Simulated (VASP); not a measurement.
# Y (I4/mmm) in VASP: a series of runs

Runs on Y. Level: r2SCAN. Tasks: single point.

All numbers are computed with VASP 6.6.1; they aren't measurements. Logs are shortened: lines on timing, memory, paths and dates and some standing lists are left out, and cuts for length are marked.

### Step 1. The cell of the first run

Symmetry: I4/mmm, No. 139, tetragonal system. Conventional cell: a = 3.514 Å, b = 3.514 Å, c = 5.368 Å, α = 90.00°, β = 90.00°, γ = 90.00°. Within 4.6 Å of Y (site symmetry 4/mmm) lie 12 Y at 3.51 to 3.66 Å.

### Step 2. Single point, r2SCAN (strain +0.000 along x and y, +0.080 along z)

The input, POSCAR:

```
Y
1.0
    0.0000000000      2.4850000000      2.6838000000
    2.4850000000      0.0000000000      2.6838000000
    2.4850000000      2.4850000000      0.0000000000
Y
1
Direct
    0.0000000000      0.0000000000      0.0000000000
```

The input, INCAR.step1:

```
ALGO = Normal ; EDIFF = 1E-4
ENCUT = 520 ; GGA = PE
ISMEAR = 0 ; LASPH = T
LCHARG = F ; LREAL = F
LWAVE = T ; NBANDS = 12
NELM = 80 ; PREC = Accurate
SIGMA = 0.15
```

The input, INCAR.step2:

```
ALGO = Normal ; EDIFF = 1E-6
ENCUT = 520 ; ISIF = 2
ISMEAR = 0 ; ISTART = 1
LASPH = T ; LCHARG = F
LMIXTAU = T ; LREAL = F
LWAVE = F ; METAGGA = R2SCAN
NBANDS = 12 ; NELM = 80
PREC = Accurate ; SIGMA = 0.15
```

The input, KPOINTS:

```
k-points
0
Gamma
  16 16 16
```

Potentials or basis: VASP PAW PBE potentials, release 64 (Y_sv).

The run is started by

```bash
cat potpaw_PBE.64/Y_sv/POTCAR > POTCAR
cp INCAR.step1 INCAR
mpirun -np 1 vasp_std > vasp.out
cp INCAR.step2 INCAR
mpirun -np 1 vasp_std > vasp.out
```

OUTCAR:

```text
EDIFF = 1E-6
   ENCUT = 520
   ISIF = 2
   ISMEAR = 0
   ISTART = 1
   LASPH = T
   LREAL = F
   METAGGA = R2SCAN
   NELM = 80
   PREC = Accurate

 ion  position               nearest neighbor table
   1  0.000  0.000  0.000-

  LATTYP: Found a body centered tetragonal cell.
 ALAT       =     3.5143207025
 C/A-ratio  =     1.5273506474

  Lattice vectors:

 A1 = (  -2.4850000000,   0.0000000000,   2.6838000000)
 A2 = (   2.4850000000,   0.0000000000,   2.6838000000)
 A3 = (   0.0000000000,   2.4850000000,  -2.6838000000)

Analysis of symmetry for initial positions (statically):
=====================================================================
 Subroutine PRICEL returns:
 Original cell was already a primitive cell.

 Routine SETGRP: Setting up the symmetry group for a
 body centered tetragonal supercell.

 Subroutine GETGRP returns: Found 16 space group operations
 (whereof 16 operations were pure point group operations)
 out of a pool of 16 trial point group operations.

The static configuration has the point symmetry D_4h.

Analysis of symmetry for dynamics (positions and initial velocities):
=====================================================================
 Subroutine PRICEL returns:
 Original cell was already a primitive cell.

 Routine SETGRP: Setting up the symmetry group for a
 body centered tetragonal supercell.

 Subroutine GETGRP returns: Found 16 space group operations
 (whereof 16 operations were pure point group operations)
 out of a pool of 16 trial point group operations.

The dynamic configuration has the point symmetry D_4h.

 Subroutine INISYM returns: Found 16 space group operations
 (whereof 16 operations are pure point group operations),
 and found     1 'primitive' translations

----------------------------------------------------------------------------------------

                                     Primitive cell

  volume of cell :      33.1461

  direct lattice vectors                    reciprocal lattice vectors
     0.000000000  2.485000000  2.683800000    -0.201207243  0.201207243  0.186303003
     2.485000000  0.000000000  2.683800000     0.201207243 -0.201207243  0.186303003
     2.485000000  2.485000000  0.000000000     0.201207243  0.201207243 -0.186303003

  length of vectors
     3.657595855  3.657595855  3.514320702     0.340113979  0.340113979  0.340113979

  position of ions in fractional coordinates (direct lattice)
     0.000000000  0.000000000  0.000000000

  ion indices of the primitive-cell ions
   primitive index   ion index
                 1           1

----------------------------------------------------------------------------------------

 KPOINTS: k-points

Automatic generation of k-mesh.
 Grid dimensions read from file:
 generate k-points for:   16   16   16

 Generating k-lattice:

  Cartesian coordinates                     Fractional coordinates (reciprocal lattice)
    -0.012575453  0.012575453  0.011643938     0.062500000  0.000000000  0.000000000
     0.012575453 -0.012575453  0.011643938     0.000000000  0.062500000  0.000000000
     0.012575453  0.012575453 -0.011643938     0.000000000  0.000000000  0.062500000

  Length of vectors
     0.021257124  0.021257124  0.021257124

  Shift w.r.t. Gamma in fractional coordinates (k-lattice)
     0.000000000  0.000000000  0.000000000

 Subroutine IBZKPT returns following result:
 ===========================================

 Found    349 irreducible k-points:

 Following reciprocal coordinates:
            Coordinates               Weight
  0.000000  0.000000  0.000000      1.000000
  0.062500  0.000000  0.000000      8.000000
  0.125000  0.000000  0.000000      8.000000
  0.187500  0.000000  0.000000      8.000000
  0.250000  0.000000  0.000000      8.000000
  0.312500 -0.000000  0.000000      8.000000
[... 16 lines left out ...]
 -0.125000  0.062500  0.000000      8.000000
 -0.062500  0.062500  0.000000      4.000000
 [... further k-points ...]
   k-points           NKPTS =    349   k-points in BZ     NKDIM =    349   number of bands    NBANDS=     12
   number of dos      NEDOS =    301   number of ions     NIONS =      1
   total plane-waves  NPLWV =  21952
   dimension x,y,z NGX =    28 NGY =   28 NGZ =   28
   dimension x,y,z NGXF=    56 NGYF=   56 NGZF=   56
   ions per type =               1
   NGX,Y,Z   is equivalent  to a cutoff of  12.73, 12.73, 13.25 a.u.
   NGXF,Y,Z  is equivalent  to a cutoff of  25.45, 25.45, 26.49 a.u.
 SYSTEM =  unknown system
   PREC   = accura    normal or accurate (medium, high low for compatibility)
   ISTART =      1    job   : 0-new  1-cont  2-samecut
   ICHARG =      0    charge: 1-file 2-atom 10-const
   ISPIN  =      1    spin polarized calculation?
   LNONCOLLINEAR =      F non collinear calculations
   LSORBIT =      F    spin-orbit coupling
   LASPH  =      T    aspherical Exc in radial PAW
   ENCUT  =  520.0 eV  38.22 Ry    6.18 a.u.   6.80  6.80  6.53*2*pi/ulx,y,z
   NELM   =     80;   NELMIN=  2; NELMDL=  0     # of ELM steps
   EDIFF  = 0.1E-05   stopping-criterion for ELM
   LREAL  =      F    real-space projection
   EDIFFG = 0.1E-04   stopping-criterion for IOM
   NSW    =      0    number of steps for IOM
   IBRION =     -1    ionic relax: 0-MD 1-quasi-New 2-CG
   NFREE  =      0    steps in history (QN), initial steepest desc. (CG)
   ISIF   =      2    stress and relaxation
   ISYM   =      2    0-nonsym 1-usesym 2-fastsym
   POTIM  = 0.5000    time-step for ionic-motion
   TEBEG  =    0.0;   TEEND  =   0.0 temperature during run
   PSTRESS=    0.0 pullay stress
   NELECT =      11.0000    total number of electrons
   NUPDOWN=      -1.0000    fix difference up-down
   EMIN   =  10.00;   EMAX   =-10.00  energy-range for DOS
   EFERMI =   0.00;   METHOD = LEGACY
   ISMEAR =     0;   SIGMA  =   0.15  broadening in eV -4-tet -1-fermi 0-gaus
   EFERMI_NEDOS =   21; number of points for ismear=-14 and -15
   IALGO  =     38    algorithm
   IMIX   =      4    mixing-type and parameters
     AMIX     =   0.40;   BMIX     =  1.00
     AMIX_MAG =   1.60;   BMIX_MAG =  1.00
  volume/ion in A,a.u.               =      33.15       223.68
  Fermi-wavevector in a.u.,A,eV,Ry     =   1.133430  2.141872 17.478913  1.284664
  Thomas-Fermi vector in A             =   2.270133
   LORBIT       =      0    0 simple, 1 ext, 2 COOP (PROOUT), +10 PAW based schemes
   METAGGA = R2SCAN    functional components
   LHFCALC =     F    Hartree Fock is set to
   AEXX    =    0.0000 exact exchange contribution
   IVDW    =     0    specifies the selected vdW correction
   LEPSILON=     F    determine dielectric tensor
   LRPA    =     F    only Hartree local field effects (RPA)
 non-spin polarized calculation
 Gauss-broadening in eV      SIGMA  =   0.15
  energy-cutoff  :      520.00
  volume of cell :       33.15
 maximum number of plane-waves:       910
   NGX = 13   NGY = 13   NGZ = 13

 number of electron      11.0000000 magnetization

 Free energy of the ion-electron system (eV)
  ---------------------------------------------------
  ext. energy  EPLUGINS =         0.00000000
  ---------------------------------------------------
  free energy    TOTEN  =       -20.22390602 eV

  energy without entropy =      -20.20437925  energy(sigma->0) =      -20.21414264

 E-fermi :   3.0526     XC(G=0): -10.0380

 val. band max:        3.0451126120   @ k =  -0.3125   0.0625   0.2500
 cond. band min:       3.0642862009   @ k =  -0.3750   0.0000   0.1875
 fundamental gap:      0.0191735889
 Fermi energy:         3.0526315826

 k-point     1 :       0.0000    0.0000    0.0000
  band No.  band energies     occupation
      1     -41.1889      2.00000
      2     -20.2381      2.00000
      3     -20.2380      2.00000
      4     -20.2221      2.00000
      5      -1.9182      2.00000
      6       4.7032      0.00000
      7       5.3077      0.00000
      8       5.3077      0.00000
      9       6.6668      0.00000
     10       7.5783      0.00000
     11      12.3905      0.00000
     12      14.8728      0.00000

 k-point     2 :       0.0625    0.0000    0.0000
  band No.  band energies     occupation
      1     -41.1864      2.00000
      2     -20.2585      2.00000
      3     -20.2397      2.00000
      4     -20.2281      2.00000
      5      -1.8185      2.00000
      6       4.7015      0.00000
      7       5.2243      0.00000
      8       5.3567      0.00000
      9       6.6307      0.00000
     10       7.5053      0.00000
     11      12.6286      0.00000
     12      14.8877      0.00000

 k-point     3 :       0.1250    0.0000    0.0000
  band No.  band energies     occupation
      1     -41.1792      2.00000
      2     -20.3215      2.00000
      3     -20.2445      2.00000
      4     -20.2400      2.00000
      5      -1.5285      2.00000
      6       4.5757      0.00000
      7       5.1183      0.00000
      8       5.4855      0.00000
      9       6.5797      0.00000
     10       7.3324      0.00000
     11      13.2178      0.00000
     12      14.4317      0.00000
[... 286 lines left out ...]
 k-point    23 :      -0.1250    0.0625    0.0000
  band No.  band energies     occupation
      1     -41.1730      2.00000
      2     -20.3772      2.00000
      3     -20.2521      2.00000
      4     -20.2419      2.00000
      5      -1.2867      2.00000
      6       4.4753      0.00000
      7       4.9948      0.00000
      8       5.5898      0.00000
      9       6.8366      0.00000
     10       6.9948      0.00000
     11      13.5920      0.00000
     12      14.1906      0.00000

 k-point    24 :      -0.0625    0.0625    0.0000
  band No.  band energies     occupation
      1     -41.1818      2.00000
      2     -20.3016      2.00000
      3     -20.2390      2.00000
      4     -20.2353      2.00000
      5      -1.6428      2.00000
      6       4.8524      0.00000
      7       4.9037      0.00000
      8       5.4327      0.00000
      9       6.7332      0.00000
     10       7.2711      0.00000
     11      13.0245      0.00000
     12      15.0111      0.00000

 [... further k-points ...]
[... 5 lines left out ...]
  --------------------------------------------------------------------------------------
  -------------------------------------------------------------------------------------
  Total        0.1245786      0.1245786     -0.1850898      0.0000000     -0.0000000      0.0000000
  in kB        6.0217296      6.0217296     -8.9466426      0.0000000     -0.0000000      0.0000000
  external PRESSURE =       1.0322722 kB  Pullay stress =       0.0000000 kB

 VOLUME and BASIS-vectors are now :
 -----------------------------------------------------------------------------
  energy-cutoff  :      520.00
  volume of cell :       33.15
      direct lattice vectors                 reciprocal lattice vectors
     0.000000000  2.485000000  2.683800000    -0.201207243  0.201207243  0.186303003
     2.485000000  0.000000000  2.683800000     0.201207243 -0.201207243  0.186303003
     2.485000000  2.485000000  0.000000000     0.201207243  0.201207243 -0.186303003

 POSITION                                       TOTAL-FORCE (eV/Angst)
 -----------------------------------------------------------------------------------
      0.00000      0.00000      0.00000         0.000000      0.000000      0.000000
 -----------------------------------------------------------------------------------
    total drift:                               -0.000000     -0.000000     -0.000000

  FREE ENERGIE OF THE ION-ELECTRON SYSTEM (eV)
  ---------------------------------------------------
  free  energy   TOTEN  =       -20.2239060232 eV

  energy  without entropy=      -20.2043792507  energy(sigma->0) =      -20.21414264
```

Wall time 4.4 min (1 thread of Intel Xeon 6975P-C (Granite Rapids), shared host); peak memory 0.3 GiB.

Results:

```
Free energy            : -20.2239 eV
Pressure               : 0.1 GPa
Band gap on the k mesh : zero (an odd number of electrons rules out a gap without spin polarisation)
```

Caveat: the cell differs from its parent crystal (strain +0.000 along x and y, +0.080 along z); the PAW data sets were made with another functional, which shifts forces and pressure a little.

### Step 3. Single point, r2SCAN (strain +0.040 along x and y, +0.000 along z)

The input, POSCAR:

```
Y
1.0
    0.0000000000      2.5844000000      2.4850000000
    2.5844000000      0.0000000000      2.4850000000
    2.5844000000      2.5844000000      0.0000000000
Y
1
Direct
    0.0000000000      0.0000000000      0.0000000000
```

The input, INCAR.step1:

```
SYSTEM = Y
ALGO     = Normal         ! electronic algorithm
EDIFF    = 1E-4           ! SCF threshold, eV
ENCUT    = 520            ! plane-wave cutoff, eV
GGA      = PE             ! functional
ISMEAR   = 0              ! smearing method
LASPH    = .True.         ! aspherical terms in the spheres
LCHARG   = .False.        ! write CHGCAR
LREAL    = .False.        ! projectors in reciprocal space
LWAVE    = .True.         ! write WAVECAR
NBANDS   = 12             ! bands
NELM     = 60             ! most SCF steps
PREC     = Accurate       ! precision mode
SIGMA    = 0.15           ! smearing width, eV
```

The input, INCAR.step2:

```
SYSTEM = Y
ALGO     = Normal         ! electronic algorithm
EDIFF    = 1E-7           ! SCF threshold, eV
ENCUT    = 520            ! plane-wave cutoff, eV
ISIF     = 2              ! what is computed and relaxed
ISMEAR   = 0              ! smearing method
ISTART   = 1            
LASPH    = .True.         ! aspherical terms in the spheres
LCHARG   = .False.        ! write CHGCAR
LMIXTAU  = .True.       
LREAL    = .False.        ! projectors in reciprocal space
LWAVE    = .False.        ! write WAVECAR
METAGGA  = R2SCAN         ! meta-GGA
NBANDS   = 12             ! bands
NELM     = 60             ! most SCF steps
PREC     = Accurate       ! precision mode
SIGMA    = 0.15           ! smearing width, eV
```

The input, KPOINTS:

```
k-points
0
Gamma
  16 16 16
  0 0 0
```

Potentials or basis: VASP PAW PBE potentials, release 64 (Y_sv).

The run is started by

```bash
cat potpaw_PBE.64/Y_sv/POTCAR > POTCAR
cp INCAR.step1 INCAR
mpirun -np 1 vasp_std > vasp.out
cp INCAR.step2 INCAR
mpirun -np 1 vasp_std > vasp.out
```

OUTCAR:

```text
SYSTEM = Y
   EDIFF = 1E-7
   ENCUT = 520
   ISIF = 2
   ISMEAR = 0
   ISTART = 1
   LASPH = .True.
   LREAL = .False.
   METAGGA = R2SCAN
   NELM = 60
   PREC = Accurate

 ion  position               nearest neighbor table
   1  0.000  0.000  0.000-

  LATTYP: Found a body centered tetragonal cell.
 ALAT       =     3.6548935306
 C/A-ratio  =     1.3598207331

  Lattice vectors:

 A1 = (   0.0000000000,  -2.5844000000,  -2.4850000000)
 A2 = (   0.0000000000,   2.5844000000,  -2.4850000000)
[... 530 lines left out ...]
      3     -20.2563      2.00000
      4     -20.2391      2.00000
      5      -1.6733      2.00000
      6       4.7088      0.00000
      7       5.1047      0.00000
      8       5.3709      0.00000
      9       6.7038      0.00000
     10       7.2927      0.00000
     11      12.9149      0.00000
     12      14.8063      0.00000

 [... further k-points ...]
[... 5 lines left out ...]
  --------------------------------------------------------------------------------------
  -------------------------------------------------------------------------------------
  Total       -0.0244405     -0.0244405      0.1031602      0.0000000      0.0000000     -0.0000000
  in kB       -1.1796273     -1.1796273      4.9790554      0.0000000      0.0000000     -0.0000000
  external PRESSURE =       0.8732669 kB  Pullay stress =       0.0000000 kB

 VOLUME and BASIS-vectors are now :
 -----------------------------------------------------------------------------
  energy-cutoff  :      520.00
  volume of cell :       33.20
      direct lattice vectors                 reciprocal lattice vectors
     0.000000000  2.584400000  2.485000000    -0.193468503  0.193468503  0.201207243
     2.584400000  0.000000000  2.485000000     0.193468503 -0.193468503  0.201207243
     2.584400000  2.584400000  0.000000000     0.193468503  0.193468503 -0.201207243

 POSITION                                       TOTAL-FORCE (eV/Angst)
 -----------------------------------------------------------------------------------
      0.00000      0.00000      0.00000        -0.000000     -0.000000      0.000000
 -----------------------------------------------------------------------------------
    total drift:                               -0.000000     -0.000000     -0.000000

  FREE ENERGIE OF THE ION-ELECTRON SYSTEM (eV)
  ---------------------------------------------------
  free  energy   TOTEN  =       -20.2299172499 eV

  energy  without entropy=      -20.2110819113  energy(sigma->0) =      -20.22049958
```

OUTCAR.step1:

```text
SYSTEM = Y
   EDIFF = 1E-4
   ENCUT = 520
   GGA = PE
   ISMEAR = 0
   LASPH = .True.
[... 577 lines left out ...]
 POSITION                                       TOTAL-FORCE (eV/Angst)
 -----------------------------------------------------------------------------------
      0.00000      0.00000      0.00000        -0.000000      0.000000      0.000000
 -----------------------------------------------------------------------------------
    total drift:                               -0.000000     -0.000000     -0.000000

  FREE ENERGIE OF THE ION-ELECTRON SYSTEM (eV)
  ---------------------------------------------------
  free  energy   TOTEN  =        -6.4109943445 eV

  energy  without entropy=       -6.3925594594  energy(sigma->0) =       -6.40177690
```

OSZICAR.step1:

```text
N       E                     dE             d eps       ncg     rms          rms(c)
DAV:   1     0.245318561565E+02    0.24532E+02   -0.55497E+03  8384   0.826E+02
DAV:   2    -0.528764591632E+01   -0.29820E+02   -0.29021E+02 10216   0.164E+02
DAV:   3    -0.657164850115E+01   -0.12840E+01   -0.12619E+01 11848   0.218E+01
DAV:   4    -0.660573611884E+01   -0.34088E-01   -0.34067E-01  9516   0.348E+00
DAV:   5    -0.660642798807E+01   -0.69187E-03   -0.69185E-03 10876   0.397E-01    0.220E+01
DAV:   6    -0.644319826755E+01    0.16323E+00   -0.19620E-01  8996   0.294E+00    0.135E+01
DAV:   7    -0.641472285452E+01    0.28475E-01   -0.28571E-01  9992   0.355E+00    0.115E+00
DAV:   8    -0.641116697060E+01    0.35559E-02   -0.37099E-02  9840   0.146E+00    0.204E-01
DAV:   9    -0.641104739725E+01    0.11957E-03   -0.69462E-04 10456   0.219E-01    0.107E-01
DAV:  10    -0.641099434447E+01    0.53053E-04   -0.22290E-04  9184   0.124E-01
   1 F= -.64109943E+01 E0= -.64017769E+01  d E =-.184349E-01
```

It took 5.2 min on 1 thread of Intel Xeon 6975P-C (Granite Rapids), shared host; peak memory 0.3 GiB.

Results:

```
Free energy            : -20.2299 eV
Pressure               : 0.1 GPa
Band gap on the k mesh : zero (an odd number of electrons rules out a gap without spin polarisation)
```

Caveat: the cell differs from its parent crystal (strain +0.040 along x and y, +0.000 along z); the PAW data sets were made with another functional, which shifts forces and pressure a little.

(Part 1 of 2 ends here.)
